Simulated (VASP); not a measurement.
# Gd (P6_3/mmc) in VASP: single point with PBE+U

Aim: the single point of Gd with PBE+U.

All numbers are computed with VASP 6.6.1; they aren't measurements. Logs are shortened: lines on timing, memory, paths and dates and some standing lists are left out, and cuts for length are marked.

## 1. The cell of the first run

The structure is hexagonal, space group P6_3/mmc (No. 194). The conventional cell has a = 3.652 Å, b = 3.652 Å, c = 5.853 Å, α = 90.00°, β = 90.00°, γ = 120.00°. Gd (site symmetry -6m2) has 12 Gd at 3.61 to 3.65 Å within 4.7 Å.

## 2. Single point, PBE+U, collinear spin, ferromagnetic start

Contents of INCAR:

```
SYSTEM = Gd
PREC     = Accurate       ! precision mode
ENCUT    = 520            ! plane-wave cutoff, eV
EDIFF    = 1E-6           ! SCF threshold, eV
ISMEAR   = 0              ! smearing method
SIGMA    = 0.1            ! smearing width, eV
LREAL    = .False.        ! projectors in reciprocal space
LASPH    = .True.         ! aspherical terms in the spheres
NELM     = 150            ! most SCF steps
ALGO     = Normal         ! electronic algorithm
ISIF     = 2              ! what is computed and relaxed
LWAVE    = .False.        ! write WAVECAR
LCHARG   = .True.         ! write CHGCAR
ISPIN    = 2              ! spin polarisation
MAGMOM   = 8.25 8.25      ! initial moments
LORBIT   = 11             ! projections on sites
LMAXMIX  = 6              ! l up to which the mixer works
LDAU     = .True.         ! DFT+U
LDAUTYPE = 2            
LDAUL    = 3              ! shell
LDAUU    = 6              ! U, eV
LDAUJ    = 0            
LDAUPRINT= 1            
GGA      = PE             ! functional
LELF     = .True.         ! ELF
LVHAR    = .True.       
NBANDS   = 29             ! bands
```

Contents of KPOINTS:

```
regular mesh
0
Gamma
  5 5 3
  0 0 0
```

Contents of POSCAR:

```
Gd
1.0
    3.6515676488      0.0000000000      0.0000000000
   -1.8257838244      3.1623503475      0.0000000000
    0.0000000000      0.0000000000      5.8528464177
Gd
2
Direct
    0.3333333333      0.6666666667      0.7500000000
    0.6666666667      0.3333333333      0.2500000000
```

Potentials or basis: VASP PAW PBE potentials, release 64 (Gd).

On the command line:

```console
$ cat potpaw_PBE.64/Gd/POTCAR > POTCAR
$ mpirun -np 1 vasp_std > vasp.out
```

OUTCAR:

```text
SYSTEM = Gd
   PREC = Accurate
   ENCUT = 520
   EDIFF = 1E-6
   ISMEAR = 0
   LREAL = .False.
   LASPH = .True.
   NELM = 150
   ISIF = 2
   ISPIN = 2
   LORBIT = 11
   GGA = PE

 ion  position               nearest neighbor table
   1  0.333  0.667  0.750-
   2  0.667  0.333  0.250-

  LATTYP: Found a hexagonal cell.
 ALAT       =     3.6515676488
 C/A-ratio  =     1.6028311620

  Lattice vectors:

 A1 = (   3.6515676488,   0.0000000000,   0.0000000000)
 A2 = (  -1.8257838244,   3.1623503475,   0.0000000000)
 A3 = (   0.0000000000,   0.0000000000,   5.8528464177)

Analysis of symmetry for initial positions (statically):
=====================================================================
 Subroutine PRICEL returns:
 Original cell was already a primitive cell.

 Routine SETGRP: Setting up the symmetry group for a
 hexagonal supercell.

 Subroutine GETGRP returns: Found 24 space group operations
 (whereof 12 operations were pure point group operations)
 out of a pool of 24 trial point group operations.

The static configuration has the point symmetry D_3d.
 The point group associated with its full space group is D_6h.

Analysis of symmetry for dynamics (positions and initial velocities):
=====================================================================
 Subroutine PRICEL returns:
 Original cell was already a primitive cell.

 Routine SETGRP: Setting up the symmetry group for a
 hexagonal supercell.

 Subroutine GETGRP returns: Found 24 space group operations
 (whereof 12 operations were pure point group operations)
 out of a pool of 24 trial point group operations.

The dynamic configuration has the point symmetry D_3d.
 The point group associated with its full space group is D_6h.

Analysis of structural, dynamic, and magnetic symmetry:
=====================================================================
 Subroutine PRICEL returns:
 Original cell was already a primitive cell.

 Routine SETGRP: Setting up the symmetry group for a
 hexagonal supercell.

 Subroutine GETGRP returns: Found 24 space group operations
 (whereof 12 operations were pure point group operations)
 out of a pool of 24 trial point group operations.

The overall configuration has the point symmetry D_3d.
 The point group associated with its full space group is D_6h.

 Subroutine INISYM returns: Found 24 space group operations
 (whereof 12 operations are pure point group operations),
 and found     1 'primitive' translations

----------------------------------------------------------------------------------------
[... 160 lines left out ...]
  o =  0.9907  v =  1.0000  0.0000  0.0000  0.0000  0.0000 -0.0000  0.0000  0.0000  0.0000  0.0000  0.0000  0.0000  0.0000  0.0000      0.0000  0.0000  0.0000  0.0000  0.0000  0.0000  0.0000  0.0000  0.0000  0.0000  0.0000  0.0000  0.0000  0.0000

atom =   2  type =  1  l = 3

 onsite density matrix

spin component  1

  0.9907  0.0000  0.0000  0.0000  0.0000  0.0000  0.0000
  0.0000  0.9902  0.0000  0.0000  0.0000 -0.0000 -0.0000
  0.0000  0.0000  0.9898 -0.0000 -0.0000 -0.0000 -0.0000
  0.0000  0.0000 -0.0000  0.9906  0.0000  0.0000 -0.0000
  0.0000  0.0000 -0.0000  0.0000  0.9898 -0.0000  0.0000
  0.0000 -0.0000 -0.0000  0.0000 -0.0000  0.9902  0.0000
  0.0000 -0.0000 -0.0000 -0.0000  0.0000  0.0000  0.9897

spin component  2

  0.0004  0.0000  0.0000  0.0000 -0.0000  0.0000 -0.0000
  0.0000  0.0008  0.0000 -0.0000 -0.0000  0.0000 -0.0000
  0.0000  0.0000  0.0005 -0.0000 -0.0000 -0.0000  0.0000
  0.0000 -0.0000 -0.0000  0.0004  0.0000  0.0000 -0.0000
 -0.0000 -0.0000 -0.0000  0.0000  0.0005 -0.0000  0.0000
  0.0000  0.0000 -0.0000  0.0000 -0.0000  0.0008  0.0000
 -0.0000 -0.0000  0.0000 -0.0000  0.0000  0.0000  0.0004

 occupancies and eigenvectors

  o =  0.0004  v =  0.0000  0.0000  0.0000  0.0000  0.0000  0.0000  0.0000  0.0000 -0.0000 -0.0000 -1.0000 -0.0000  0.0000  0.0000      0.0000  0.0000  0.0000  0.0000  0.0000  0.0000  0.0000  0.0000  0.0000  0.0000  0.0000  0.0000  0.0000  0.0000
  o =  0.0004  v =  0.0000  0.0000  0.0000  0.0000  0.0000  0.0000  0.0000  0.0000  0.0000 -0.0000 -0.0000 -0.0000 -0.0000  1.0000      0.0000  0.0000  0.0000  0.0000  0.0000  0.0000  0.0000  0.0000  0.0000  0.0000  0.0000  0.0000  0.0000  0.0000
  o =  0.0004  v =  0.0000  0.0000  0.0000  0.0000  0.0000  0.0000  0.0000  1.0000 -0.0000 -0.0000  0.0000  0.0000 -0.0000 -0.0000      0.0000  0.0000  0.0000  0.0000  0.0000  0.0000  0.0000  0.0000  0.0000  0.0000  0.0000  0.0000  0.0000  0.0000
  o =  0.0005  v =  0.0000  0.0000  0.0000  0.0000  0.0000  0.0000  0.0000  0.0000 -0.0000  0.0091 -0.0000  1.0000  0.0000  0.0000      0.0000  0.0000  0.0000  0.0000  0.0000  0.0000  0.0000  0.0000  0.0000  0.0000  0.0000  0.0000  0.0000  0.0000
  o =  0.0005  v =  0.0000  0.0000  0.0000  0.0000  0.0000  0.0000  0.0000 -0.0000  0.0000 -1.0000  0.0000  0.0091 -0.0000  0.0000      0.0000  0.0000  0.0000  0.0000  0.0000  0.0000  0.0000  0.0000  0.0000  0.0000  0.0000  0.0000  0.0000  0.0000
  o =  0.0008  v =  0.0000  0.0000  0.0000  0.0000  0.0000  0.0000  0.0000 -0.0000  0.0296  0.0000 -0.0000  0.0000 -0.9996 -0.0000      0.0000  0.0000  0.0000  0.0000  0.0000  0.0000  0.0000  0.0000  0.0000  0.0000  0.0000  0.0000  0.0000  0.0000
  o =  0.0008  v =  0.0000  0.0000  0.0000  0.0000  0.0000  0.0000  0.0000  0.0000  0.9996  0.0000  0.0000  0.0000  0.0296  0.0000      0.0000  0.0000  0.0000  0.0000  0.0000  0.0000  0.0000  0.0000  0.0000  0.0000  0.0000  0.0000  0.0000  0.0000
  o =  0.9897  v =  0.0000 -0.0000  0.0000  0.0000  0.0000 -0.0000 -1.0000  0.0000  0.0000  0.0000  0.0000  0.0000  0.0000  0.0000      0.0000  0.0000  0.0000  0.0000  0.0000  0.0000  0.0000  0.0000  0.0000  0.0000  0.0000  0.0000  0.0000  0.0000
  o =  0.9898  v =  0.0000 -0.0000 -0.0000  0.0000 -1.0000 -0.0000 -0.0000  0.0000  0.0000  0.0000  0.0000  0.0000  0.0000  0.0000      0.0000  0.0000  0.0000  0.0000  0.0000  0.0000  0.0000  0.0000  0.0000  0.0000  0.0000  0.0000  0.0000  0.0000
  o =  0.9898  v = -0.0000  0.0000  1.0000  0.0000 -0.0000  0.0000  0.0000  0.0000  0.0000  0.0000  0.0000  0.0000  0.0000  0.0000      0.0000  0.0000  0.0000  0.0000  0.0000  0.0000  0.0000  0.0000  0.0000  0.0000  0.0000  0.0000  0.0000  0.0000
  o =  0.9902  v = -0.0000  1.0000 -0.0000 -0.0000 -0.0000  0.0096 -0.0000  0.0000  0.0000  0.0000  0.0000  0.0000  0.0000  0.0000      0.0000  0.0000  0.0000  0.0000  0.0000  0.0000  0.0000  0.0000  0.0000  0.0000  0.0000  0.0000  0.0000  0.0000
  o =  0.9902  v =  0.0000  0.0096 -0.0000  0.0000  0.0000 -1.0000  0.0000  0.0000  0.0000  0.0000  0.0000  0.0000  0.0000  0.0000      0.0000  0.0000  0.0000  0.0000  0.0000  0.0000  0.0000  0.0000  0.0000  0.0000  0.0000  0.0000  0.0000  0.0000
  o =  0.9906  v =  0.0000  0.0000  0.0000 -1.0000 -0.0000 -0.0000 -0.0000  0.0000  0.0000  0.0000  0.0000  0.0000  0.0000  0.0000      0.0000  0.0000  0.0000  0.0000  0.0000  0.0000  0.0000  0.0000  0.0000  0.0000  0.0000  0.0000  0.0000  0.0000
  o =  0.9907  v =  1.0000  0.0000  0.0000  0.0000  0.0000  0.0000  0.0000  0.0000  0.0000  0.0000  0.0000  0.0000  0.0000  0.0000      0.0000  0.0000  0.0000  0.0000  0.0000  0.0000  0.0000  0.0000  0.0000  0.0000  0.0000  0.0000  0.0000  0.0000

 number of electron      36.0000010 magnetization      15.6579988

 Free energy of the ion-electron system (eV)
  ---------------------------------------------------
  ext. energy  EPLUGINS =         0.00000000
  ---------------------------------------------------
  free energy    TOTEN  =       -22.86063180 eV

  energy without entropy =      -22.84926746  energy(sigma->0) =      -22.85494963

 E-fermi :   3.0754     XC(G=0):  -9.8834

 val. band max:        3.0464959755   @ k =   0.2000   0.0000   0.0000
 cond. band min:       3.0918454669   @ k =   0.4000   0.2000   0.3333
 fundamental gap:      0.0453494914
 Fermi energy:         3.0753540476

 spin component 1

 k-point     1 :       0.0000    0.0000    0.0000
  band No.  band energies     occupation
      1     -42.6440      1.00000
      2     -42.5838      1.00000
      3     -20.3085      1.00000
      4     -19.7520      1.00000
      5     -19.7520      1.00000
      6     -19.6575      1.00000
[... 309 lines left out ...]
     28       3.4607      0.00000
     29       4.8761      0.00000
 Fermi energy:         3.0753540476

 spin component 2

 k-point     1 :       0.0000    0.0000    0.0000
  band No.  band energies     occupation
      1     -39.3398      1.00000
      2     -39.2637      1.00000
      3     -18.0086      1.00000
      4     -17.3185      1.00000
      5     -17.3185      1.00000
      6     -17.2066      1.00000
[... 309 lines left out ...]
     28       6.3535      0.00000
     29       6.6615      0.00000

------------------------ aborting loop because EDIFF is reached ----------------------------------------

  FORCE on cell =-STRESS in cart. coord.  units (eV):
  Direction    XX          YY          ZZ          XY          YZ          ZX
  --------------------------------------------------------------------------------------
  -------------------------------------------------------------------------------------
  Total        0.0565885      0.0565885      0.1785415      0.0000000      0.0000000     -0.0000000
  in kB        1.3414738      1.3414738      4.2324654      0.0000000      0.0000000     -0.0000000
  external PRESSURE =       2.3051377 kB  Pullay stress =       0.0000000 kB

 VOLUME and BASIS-vectors are now :
 -----------------------------------------------------------------------------
  energy-cutoff  :      520.00
  volume of cell :       67.59
      direct lattice vectors                 reciprocal lattice vectors
     3.651567649  0.000000000  0.000000000     0.273854984  0.158110249  0.000000000
    -1.825783824  3.162350347  0.000000000     0.000000000  0.316220497  0.000000000
     0.000000000  0.000000000  5.852846418     0.000000000  0.000000000  0.170857038

 POSITION                                       TOTAL-FORCE (eV/Angst)
 -----------------------------------------------------------------------------------
     -0.00000      2.10823      4.38963        -0.000000      0.000000      0.000000
      1.82578      1.05412      1.46321         0.000000     -0.000000      0.000000
 -----------------------------------------------------------------------------------
    total drift:                               -0.000000      0.000000     -0.000000

  FREE ENERGIE OF THE ION-ELECTRON SYSTEM (eV)
  ---------------------------------------------------
  free  energy   TOTEN  =       -22.8606318000 eV

  energy  without entropy=      -22.8492674565  energy(sigma->0) =      -22.85494963

 total charge

# of ion       s       p       d       f       tot
--------------------------------------------------
    1        2.074   5.575   0.586   6.930  15.165
    2        2.074   5.575   0.586   6.930  15.165
--------------------------------------------------
tot          4.148  11.150   1.172  13.859  30.329

 magnetization (x)

# of ion       s       p       d       f       tot
--------------------------------------------------
    1        0.004  -0.054   0.250   6.922   7.122
    2        0.004  -0.054   0.250   6.922   7.122
--------------------------------------------------
tot          0.007  -0.108   0.500  13.844  14.243
```

Run time: 1.8 min. Hardware: 1 thread of Intel Xeon Platinum 8375C at 2.90GHz (Ice Lake), shared host; peak memory 0.23 GiB.

Results:

| Property | Result |
| --- | --- |
| Free energy | -22.8606 eV |
| Pressure | 0.2 GPa |
| Net moment | 15.66 μB per cell |
| Site moments | Gd +7.12 μB |
| Valence electrons inside the program's atomic spheres | Gd 15.16 |

Stress tensor (GPa, compression positive):
```
0.13 0.00 0.00
0.00 0.13 0.00
0.00 0.00 0.42
```

Eigenvalues of the final occupation matrices:
```csv
site,spin,trace,eigenvalues
site 1 f,1,6.93,0.99 0.99 0.99 0.99 0.99 0.99 0.99
site 1 f,2,0.00,0.00 0.00 0.00 0.00 0.00 0.00 0.00
site 2 f,1,6.93,0.99 0.99 0.99 0.99 0.99 0.99 0.99
site 2 f,2,0.00,0.00 0.00 0.00 0.00 0.00 0.00 0.00
```

Caveat: the k points lie up to 0.40 Å⁻¹ apart; spin-orbit coupling is left out, which moves the levels of the heavy elements. The state reached can hang on the start; a lower one may exist.
